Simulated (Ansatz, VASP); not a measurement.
# Two plane-wave programs on ZrIn2Se3

```
Zr In Se
1.0
     3.51613    0.00000    0.00000
     0.00000    3.51613    0.00000
     0.00000    0.00000   11.24569
Zr In Se
1 2 3
Direct
  0.50000 0.50000 0.00000
  0.50000 0.50000 0.34108
  0.50000 0.50000 0.65892
  0.00000 0.00000 0.86459
  0.00000 0.00000 0.13541
  0.00000 0.00000 0.50000
```

Change from the starting cell: species swapped into the Li3Tl2Cd type (P4/mmm, No. 123).

Alike in both runs: functional PBE; k mesh 6 × 6 × 2; occupations gaussian, width 0.1 eV; no spin polarisation.

Ansatz relaxed the structure, and its values are those at the end. VASP's run is a single point on that final structure, the one shown.

|  | VASP | Ansatz |
| --- | --- | --- |
| version | VASP 6.6.1 | Ansatz 0.2.0 |
| potentials or method | VASP PAW PBE potentials, release 64 (Zr_sv, In_d, Se), cutoff 520 eV | scalar-relativistic, plane waves, PAW |
| valence electrons in the cell | 56 | 86 |

VASP gave:

- gap on the k mesh at the Fermi level (eV): none
- pressure (GPa): 0.1
- rms of the force components (eV/Å): 0.003

Question: Estimate Ansatz's values.

Answer: gap on the k mesh at the Fermi level (eV): none; pressure (GPa): 0.1; rms of the force components (eV/Å): 0.005.

A gap of «none» marks a metal or a gap that the smearing closes. VASP's potentials hold 56 valence electrons a cell and Ansatz's 86, so a difference there can come from the potentials and not from the codes.
